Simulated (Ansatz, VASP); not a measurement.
**LiTa4O: VASP beside Ansatz**

```
Li Ta O
1.0
     4.69569    0.00000    0.00000
    -2.34784    4.06658    0.00000
     0.00000    0.00000    5.35525
Li Ta O
1 4 1
Cartesian
  0.0000 0.0000 2.6776
  0.0000 2.7111 3.9980
  0.0000 2.7111 1.3573
  2.3478 1.3555 3.9980
  2.3478 1.3555 1.3573
  0.0000 0.0000 0.0000
```

Change from the starting cell: species swapped into the TiVB4 type (P6/mmm, No. 191).

Alike in both runs: functional PBE; k mesh 6 × 6 × 4; occupations gaussian, width 0.1 eV; no spin polarisation.

Ansatz relaxed the structure, and its values are those at the end. VASP's run is a single point on that final structure, the one shown.

|  | VASP | Ansatz |
| --- | --- | --- |
| version | VASP 6.6.1 | Ansatz 0.2.0 |
| potentials or method | VASP PAW PBE potentials, release 64 (Li_sv, Ta_pv, O), cutoff 520 eV | scalar-relativistic, plane waves, PAW |
| valence electrons in the cell | 53 | 61 |

Ansatz gave:

| Item | Value |
| --- | --- |
| gap on the k mesh at the Fermi level (eV) | none |
| rms of the force components (eV/Å) | 0.008 |

What did VASP give for the same quantities?

gap on the k mesh at the Fermi level (eV): none; rms of the force components (eV/Å): 0.007.

A gap of «none» marks a metal or a gap that the smearing closes. The functional is the same, so the differences come from potentials, cutoffs and numerics. VASP's potentials hold 53 valence electrons a cell and Ansatz's 61, so a difference there can come from the potentials and not from the codes.

Spin-orbit coupling is off throughout. Noted on VASP's run: the cutoff is under 1.25 times that of the potentials, so the pressure is a little rough.
